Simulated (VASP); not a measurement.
A run of VASP 6.6.1 is set up as follows.

Contents of INCAR:

```
SYSTEM = MgO
PREC = Accurate ; ENCUT = 750
EDIFF = 1E-6 ; ISMEAR = 0
SIGMA = 0.05 ; LREAL = .FALSE.
LASPH = .TRUE. ; NELM = 120
ALGO = Normal ; ISIF = 2
LWAVE = .FALSE. ; LCHARG = .FALSE.
GGA = CA ; NBANDS = 15
GGA_COMPAT = .FALSE.
```

The input KPOINTS:

```
Automatic mesh
0
G
  9 9 8
  0 0 0
```

POSCAR

```
MgO
1.0
    2.9380209034      0.0000000000      0.0000000000
   -1.4690104517      2.5444007392      0.0000000000
    0.0000000000      0.0000000000      2.6394848000
Mg O
1 1
Direct
    0.0000000000      0.0000000000      0.0000000000
    0.3333333333      0.6666666667      0.5000000000
```

Potentials or basis: VASP PAW LDA potentials, release 64 (Mg_sv, O).

Launch:

```sh
$ cat potpaw_LDA.64/Mg_sv/POTCAR potpaw_LDA.64/O/POTCAR > POTCAR
$ mpirun -np 1 vasp_std > vasp.out
```

Task: Predict the pressure.

Result: -7.3 GPa.

Task: Predict the band gap on the k mesh.

Result: 2.98 eV (least direct gap 3.36 eV).

Stress tensor (GPa, compression positive):
```
-9.77  0.00  0.00
 0.00 -9.77  0.00
 0.00  0.00 -2.27
```

Caveat: the cell differs from its parent crystal (strain +0.000 along x and y, -0.015 along z); the cell stands under tension; an odd mesh through Γ misses points on the zone boundary, where band edges can lie.
